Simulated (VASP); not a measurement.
Write the native input for VASP 6.6.1 that does the following.

```
Task                   : single point
Functional             : PBEsol
Potentials or basis    : VASP PAW PBE potentials, release 64 (Ta_pv, N)
Cutoff                 : 520 eV
k mesh                 : 12 × 12 × 12
Occupations            : gaussian, width 0.1 eV
Spin                   : no spin polarisation
Dipole correction      : no
Further INCAR settings : ALGO = Normal; EDIFF = 1e-07; NBANDS = 33
```

The structure of TaN lies in POSCAR:

```
TaN
1.0
    5.1789208695      0.0000000000      0.0000000000
   -2.5894604347      4.4850770372      0.0000000000
    0.0000000000      0.0000000000      2.8959972730
Ta N
3 3
Direct
    0.3333333333      0.6666666667      0.5000000000
    0.6666666667      0.3333333333      0.5000000000
    0.0000000000      0.0000000000      0.0000000000
    0.3933709412      0.0000000000      0.0000000000
    0.6066290588      0.6066290588      0.0000000000
    0.0000000000      0.3933709412      0.0000000000
```

The input as run:

INCAR

```
  PREC = Accurate
  ENCUT = 520
  EDIFF = 1E-7
  ISMEAR = 0
  SIGMA = 0.1
  LREAL = F
  LASPH = T
  NELM = 60
  ALGO = Normal
  ISIF = 2
  LWAVE = F
  LCHARG = F
  GGA = PS
  NBANDS = 33
```

KPOINTS

```
Automatic mesh
0
Gamma
  12 12 12
```

Potentials or basis: VASP PAW PBE potentials, release 64 (Ta_pv, N).

Run with:

```bash
$ cat potpaw_PBE.64/Ta_pv/POTCAR potpaw_PBE.64/N/POTCAR > POTCAR
$ mpirun -np 1 vasp_std > vasp.out
```

Results of the run:

```yaml
Pressure: 0.9 GPa
Largest_force: 0.009 eV/Å
Band_gap_on_the_k_mesh: zero (bands 24 and 25 overlap by 3.21 eV)
```

Caveat: the PAW data sets were made with another functional, which shifts forces and pressure a little; spin-orbit coupling is left out, which moves the levels of the heavy elements.

Run time: 110 s on 1 thread of Intel(R) Xeon(R) 6975P-C (Granite Rapids), with other jobs on the host, peak memory 0.35 GiB.
